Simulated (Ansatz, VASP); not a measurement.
# One calculation of GaGe, two programs

The input INCAR:

```
PREC = Accurate
ENCUT = 520
EDIFF = 1E-6
ISMEAR = 0
SIGMA = 0.1
LREAL = False
LASPH = True
NELM = 80
ALGO = Normal
ISIF = 2
LWAVE = False
LCHARG = False
GGA = PS
NBANDS = 20
```

File KPOINTS:

```
regular mesh
0
Gamma
  12 12 12
```

POSCAR

```
GaGe
1.0
    0.0000000000      2.9036107096      2.9036107096
    2.9036107096      0.0000000000      2.9036107096
    2.9036107096      2.9036107096      0.0000000000
Ga Ge
1 1
Direct
    0.7500000000      0.7500000000      0.7500000000
    0.0000000000      0.0000000000      0.0000000000
```

Input for Ansatz:

```yaml
crystal:
  lattice:
    - [0.0, 2.9036107096, 2.9036107096]
    - [2.9036107096, 0.0, 2.9036107096]
    - [2.9036107096, 2.9036107096, 0.0]
  atoms:
    - { symbol: Ga, position: [0.75, 0.75, 0.75] }
    - { symbol: Ge, position: [0.0, 0.0, 0.0] }
basis:
  ecutwfc: 420
kpoints:
  mp_grid: { grid: [12, 12, 12] }
hamiltonian:
  xc: pbesol
scf:
  occupations: { method: gaussian, width: 0.1 }
output:
  forces: true
  stress: true
  eigenvalues: true
```

Alike in both runs: task single point; functional PBEsol; k mesh 12 × 12 × 12; occupations gaussian, width 0.1 eV; no spin polarisation.

|  | VASP | Ansatz |
| --- | --- | --- |
| version | VASP 6.6.1 | Ansatz 0.2.0 |
| potentials or method | VASP PAW PBE potentials, release 64 (Ga_d, Ge_d), cutoff 520 eV | scalar-relativistic, plane waves, PAW |
| valence electrons in the cell | 27 | 27 |

```tsv
	VASP	Ansatz	Ansatz less VASP
gap on the k mesh at the Fermi level (eV)	none	none	-
pressure (GPa)	-2.8	-2.8	+0.02
```

VASP's potentials were made for PBE, not for PBEsol. A gap of «none» marks a metal or a gap that the smearing closes. The functional is the same, so the differences come from potentials, cutoffs and numerics.
